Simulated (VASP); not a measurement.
**AlN: single point with PBEsol**

The system is AlN.

```
CELL_PARAMETERS angstrom
3.13362 0.00000 0.00000
-1.56681 2.71379 0.00000
0.00000 0.00000 5.01399
ATOMIC_POSITIONS crystal
Al 0.66667 0.33333 0.50000
Al 0.33333 0.66667 0.00000
N 0.66667 0.33333 0.88000
N 0.33333 0.66667 0.38000
```

```json
{
  "Program": "VASP 6.6.1",
  "Task": "single point",
  "Functional": "PBEsol",
  "Potentials or basis": "VASP PAW PBE potentials, release 64 (Al, N)",
  "Cutoff": "520 eV",
  "k mesh": "10 × 10 × 6",
  "Occupations": "fermi-dirac, width 0.05 eV",
  "Spin": "no spin polarisation"
}
```

The pressure is -3.6 GPa, the largest force is 0.117 eV/Å and the band gap on the k mesh is 3.98 eV.

Forces on the atoms (eV/Å):
```
Al   0.000  0.000 -0.117
Al   0.000  0.000 -0.117
N    0.000  0.000  0.117
N    0.000  0.000  0.117
```

Stress tensor (GPa, compression positive):
```
-4.18  0.00  0.00
 0.00 -4.18  0.00
 0.00  0.00 -2.58
```

Levels at points of the mesh, in eV from the valence-band top:
```tsv
k point	band 6	band 7	band 8	band 9	band 10	band 11
(0.00, 0.00, 0.00)	-0.18	-0.18	0.00	3.98	6.41	10.35
(0.50, 0.00, 0.00)	-2.05	-1.77	-0.65	5.62	5.65	7.94
(0.00, 0.00, 0.50)	-0.51	-0.51	-0.51	6.22	6.22	10.08
(0.50, 0.00, 0.50)	-1.43	-1.35	-1.35	5.13	5.13	9.05
```

Run time: 43 s on 1 thread of Intel Xeon 8259CL, with other jobs on the host, peak memory 0.17 GiB.

Caveat: the cell stands under tension; the PAW data sets were made with another functional, which shifts forces and pressure a little. A k mesh can miss the band edges.
